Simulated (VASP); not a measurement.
# BaRu3 (Pm-3m) in VASP: a series of runs, part 2 of 2

VASP 6.6.1. Earlier steps stand in the parts before.

## (4) Single point, PBE

Input file INCAR:

```
SYSTEM = BaRu3
  PREC = Accurate
  ENCUT = 520
  EDIFF = 1E-7
  ISMEAR = 0
  SIGMA = 0.1
  LREAL = .FALSE.
  LASPH = .TRUE.
  NELM = 60
  ALGO = Fast
  ISIF = 2
  LWAVE = .FALSE.
  LCHARG = .FALSE.
  GGA = PE
  NBANDS = 34
```

Input file KPOINTS:

```
regular mesh
0
G
  12 12 12
  0 0 0
```

Input file POSCAR:

```
BaRu3
1.0
    4.1561477345      0.0000000000      0.0000000000
    0.0000000000      4.1561477345      0.0000000000
    0.0000000000      0.0000000000      4.1561477345
Ba Ru
1 3
Direct
    0.0000000000      0.0000000000      0.0000000000
    0.0000000000      0.5000000000      0.5000000000
    0.5000000000      0.0000000000      0.5000000000
    0.5000000000      0.5000000000      0.0000000000
```

Potentials or basis: VASP PAW PBE potentials, release 64 (Ba_sv, Ru_pv).

Run with:

```sh
$ cat potpaw_PBE.64/Ba_sv/POTCAR potpaw_PBE.64/Ru_pv/POTCAR > POTCAR
$ mpirun -np 1 vasp_std > vasp.out
```

OUTCAR:

```text
SYSTEM = BaRu3
   PREC = Accurate
   ENCUT = 520
   EDIFF = 1E-7
   ISMEAR = 0
   LREAL = .FALSE.
   LASPH = .TRUE.
   NELM = 60
   ISIF = 2
   GGA = PE

 ion  position               nearest neighbor table
   1  0.000  0.000  0.000-   2 2.94   3 2.94   4 2.94   2 2.94   3 2.94   2 2.94   4 2.94   2 2.94
                             3 2.94   4 2.94   3 2.94   4 2.94
   2  0.000  0.500  0.500-   1 2.94   3 2.94   4 2.94   1 2.94   4 2.94   1 2.94   3 2.94   1 2.94
                             3 2.94   4 2.94   4 2.94   3 2.94
   3  0.500  0.000  0.500-   1 2.94   2 2.94   4 2.94   1 2.94   4 2.94   2 2.94   4 2.94   4 2.94
                             1 2.94   2 2.94   1 2.94   2 2.94
   4  0.500  0.500  0.000-   1 2.94   2 2.94   3 2.94   2 2.94   3 2.94   1 2.94   3 2.94   3 2.94
                             1 2.94   2 2.94   2 2.94   1 2.94

  LATTYP: Found a simple cubic cell.
 ALAT       =     4.1561477345

  Lattice vectors:

 A1 = (   4.1561477345,   0.0000000000,   0.0000000000)
 A2 = (   0.0000000000,   4.1561477345,   0.0000000000)
 A3 = (   0.0000000000,   0.0000000000,   4.1561477345)

Analysis of symmetry for initial positions (statically):
=====================================================================
 Subroutine PRICEL returns:
 Original cell was already a primitive cell.
[... 180 lines left out ...]
 fundamental gap:      0.0053293264
 Fermi energy:         8.2009657043

 k-point     1 :       0.0000    0.0000    0.0000
  band No.  band energies     occupation
      1     -33.9454      2.00000
      2     -33.9454      2.00000
      3     -33.9454      2.00000
      4     -33.6866      2.00000
      5     -33.6866      2.00000
      6     -33.6866      2.00000
[... 877 lines left out ...]
     33      13.0879      0.00000
     34      13.8394      0.00000

 [... further k-points ...]

------------------------ aborting loop because EDIFF is reached ----------------------------------------

  FORCE on cell =-STRESS in cart. coord.  units (eV):
  Direction    XX          YY          ZZ          XY          YZ          ZX
  --------------------------------------------------------------------------------------
  -------------------------------------------------------------------------------------
  Total        1.9074809      1.9074809      1.9074809     -0.0000000      0.0000000     -0.0000000
  in kB       42.5694318     42.5694318     42.5694318     -0.0000000      0.0000000     -0.0000000
  external PRESSURE =      42.5694318 kB  Pullay stress =       0.0000000 kB

 VOLUME and BASIS-vectors are now :
 -----------------------------------------------------------------------------
  energy-cutoff  :      520.00
  volume of cell :       71.79
      direct lattice vectors                 reciprocal lattice vectors
     4.156147735  0.000000000  0.000000000     0.240607424  0.000000000  0.000000000
     0.000000000  4.156147735  0.000000000     0.000000000  0.240607424  0.000000000
     0.000000000  0.000000000  4.156147735     0.000000000  0.000000000  0.240607424

 POSITION                                       TOTAL-FORCE (eV/Angst)
 -----------------------------------------------------------------------------------
      0.00000      0.00000      0.00000         0.000000      0.000000      0.000000
      0.00000      2.07807      2.07807         0.000000      0.000000      0.000000
      2.07807      0.00000      2.07807         0.000000      0.000000      0.000000
      2.07807      2.07807      0.00000         0.000000      0.000000      0.000000
 -----------------------------------------------------------------------------------
    total drift:                                0.000000     -0.000000     -0.000000

  FREE ENERGIE OF THE ION-ELECTRON SYSTEM (eV)
  ---------------------------------------------------
  free  energy   TOTEN  =       -24.0084310114 eV

  energy  without entropy=      -23.9655187202  energy(sigma->0) =      -23.98697487
```

It took 5.4 min on 1 thread of Intel Xeon 8259CL, shared host; peak memory 0.3 GiB.

What came out:

* Free energy: -24.0084 eV
* Pressure: 4.3 GPa
* Band gap on the k mesh: zero (bands 26 and 27 overlap by 1.52 eV)

Caveat: the cell stands under pressure; spin-orbit coupling is left out, which moves the levels of the heavy elements.

## (5) Relaxation of cell and atoms, PBE

Input file INCAR:

```
SYSTEM = BaRu3
PREC     = Accurate       ! precision mode
ENCUT    = 600            ! plane-wave cutoff, eV
EDIFF    = 1E-6           ! SCF threshold, eV
ISMEAR   = 0              ! smearing method
SIGMA    = 0.1            ! smearing width, eV
LREAL    = .False.        ! projectors in reciprocal space
LASPH    = .True.         ! aspherical terms in the spheres
NELM     = 60             ! most SCF steps
ALGO     = Fast           ! electronic algorithm
ISIF     = 3              ! what is computed and relaxed
LWAVE    = .False.        ! write WAVECAR
LCHARG   = .False.        ! write CHGCAR
GGA      = PE             ! functional
IBRION   = 2              ! ionic algorithm
NSW      = 100            ! ionic steps
EDIFFG   = -0.01          ! ionic threshold
```

Input file KPOINTS:

```
Automatic mesh
0
Gamma
  12 12 12
  0 0 0
```

Input file POSCAR:

```
BaRu3
1.0
    4.1536624489      0.0000000000      0.0000000000
    0.0000000000      4.1536624489      0.0000000000
    0.0000000000      0.0000000000      4.1536624489
Ba Ru
1 3
Direct
    0.0000000000      0.0000000000      0.0000000000
    0.0000000000      0.5000000000      0.5000000000
    0.5000000000      0.0000000000      0.5000000000
    0.5000000000      0.5000000000      0.0000000000
```

Potentials or basis: VASP PAW PBE potentials, release 64 (Ba_sv, Ru_pv).

Run with:

```sh
$ cat potpaw_PBE.64/Ba_sv/POTCAR potpaw_PBE.64/Ru_pv/POTCAR > POTCAR
$ mpirun -np 1 vasp_std > vasp.out
```

OUTCAR:

```text
SYSTEM = BaRu3
   PREC = Accurate
   ENCUT = 600
   EDIFF = 1E-6
   ISMEAR = 0
   LREAL = .False.
   LASPH = .True.
   NELM = 60
   ISIF = 3
   GGA = PE
   IBRION = 2
   NSW = 100
   EDIFFG = -0.01

 ion  position               nearest neighbor table
   1  0.000  0.000  0.000-   2 2.94   3 2.94   4 2.94   2 2.94   3 2.94   2 2.94   4 2.94   2 2.94
                             3 2.94   4 2.94   3 2.94   4 2.94
   2  0.000  0.500  0.500-   1 2.94   3 2.94   4 2.94   1 2.94   4 2.94   1 2.94   3 2.94   1 2.94
                             3 2.94   4 2.94   4 2.94   3 2.94
   3  0.500  0.000  0.500-   1 2.94   2 2.94   4 2.94   1 2.94   4 2.94   2 2.94   4 2.94   4 2.94
                             1 2.94   2 2.94   1 2.94   2 2.94
   4  0.500  0.500  0.000-   1 2.94   2 2.94   3 2.94   2 2.94   3 2.94   1 2.94   3 2.94   3 2.94
                             1 2.94   2 2.94   2 2.94   1 2.94

  LATTYP: Found a simple cubic cell.
 ALAT       =     4.1536624489

[... 270 lines left out ...]

  energy without entropy =      -23.99516608  energy(sigma->0) =      -24.01848670

 E-fermi :   7.7391     XC(G=0): -12.2617

 val. band max:        7.7345224742   @ k =   0.2500   0.2500   0.0000
 cond. band min:       7.7413850125   @ k =   0.5000   0.1667   0.0000
 fundamental gap:      0.0068625383
 Fermi energy:         7.7391202109

 k-point     1 :       0.0000    0.0000    0.0000
  band No.  band energies     occupation
      1     -34.3482      2.00000
      2     -34.3482      2.00000
      3     -34.3482      2.00000
      4     -34.1038      2.00000
      5     -34.1038      2.00000
      6     -34.1038      2.00000
[... 805 lines left out ...]
     30       8.5505      0.00000
     31      11.7038      0.00000

 [... further k-points ...]

------------------------ aborting loop because EDIFF is reached ----------------------------------------

  FORCE on cell =-STRESS in cart. coord.  units (eV):
  Direction    XX          YY          ZZ          XY          YZ          ZX
  --------------------------------------------------------------------------------------
  -------------------------------------------------------------------------------------
  Total       -0.0050109     -0.0050109     -0.0050109      0.0000000     -0.0000000      0.0000000
  in kB       -0.1078631     -0.1078631     -0.1078631      0.0000000     -0.0000000      0.0000000
  external PRESSURE =      -0.1078631 kB  Pullay stress =       0.0000000 kB
[... 19 lines left out ...]
  FREE ENERGIE OF THE ION-ELECTRON SYSTEM (eV)
  ---------------------------------------------------
  free  energy   TOTEN  =       -24.0418073216 eV

  energy  without entropy=      -23.9951660846  energy(sigma->0) =      -24.01848670

 reached required accuracy - stopping structural energy minimisation
```

Wall time 18 min (1 thread of Intel Xeon 8259CL, shared host); peak memory 0.37 GiB.

Results:

```yaml
Free_energy: -24.0418 eV
Relaxed_volume: 18.61 Å³/atom
Relaxed_cell: a = 4.206 Å, b = 4.206 Å, c = 4.206 Å, α = 90.00°, β = 90.00°, γ = 90.00°
Space_group_after_relaxing_to_0.1_Å: Pm-3m (No. 221)
Energy_gained_by_relaxing: 9.2 meV/atom
Ionic_steps: 3
Pressure_after_relaxing: 0.0 GPa
Band_gap_on_the_k_mesh: zero (bands 26 and 27 overlap by 1.46 eV)
```

Step by step:
| step | energy change (eV) | largest force (eV/Å) | pressure (GPa) | volume (Å³) |
| --- | --- | --- | --- | --- |
| 1 | 0.0000 | 0.0000 | 4.47 | 71.66 |
| 2 | -0.0096 | 0.0000 | -3.32 | 76.97 |
| 3 | -0.0369 | 0.0000 | -0.01 | 74.43 |

Final structure:
```
Ba Ru
1.0
     4.20648    0.00000    0.00000
     0.00000    4.20648    0.00000
     0.00000    0.00000    4.20648
Ba Ru
1 3
Direct
  0.00000 0.00000 0.00000
  0.00000 0.50000 0.50000
  0.50000 0.00000 0.50000
  0.50000 0.50000 0.00000
```

Caveat: spin-orbit coupling is left out, which moves the levels of the heavy elements.

## (6) The runs side by side

| task | cell | k mesh | cutoff (eV) | gap on the mesh (eV) | pressure (GPa) | relaxed volume (Å³/atom) |
| --- | --- | --- | --- | --- | --- | --- |
| single point | a = 4.154 Å, 4 atoms | 4 × 4 × 4 | 520 | none | 4.1 | - |
| relaxation of cell and atoms | relaxed from a = 4.214 Å, 4 atoms | 4 × 4 × 4 | 600 | none | 0.0 | 18.52 |
| single point | a = 4.156 Å, 4 atoms | 12 × 12 × 12 | 520 | none | 4.3 | - |
| relaxation of cell and atoms | relaxed from a = 4.154 Å, 4 atoms | 12 × 12 × 12 | 600 | none | 0.0 | 18.61 |

Alike in all rows: level PBE; potentials or basis VASP PAW PBE potentials, release 64 (Ba_sv, Ru_pv); no spin polarisation; smearing gaussian 0.1 eV.

Caveats: some runs use coarse meshes; spin-orbit coupling is left out, which moves the levels of the heavy elements; the cell stands under pressure (at least some runs).

Total energies depend on the potentials used, so only differences within one code and one set of settings carry meaning.
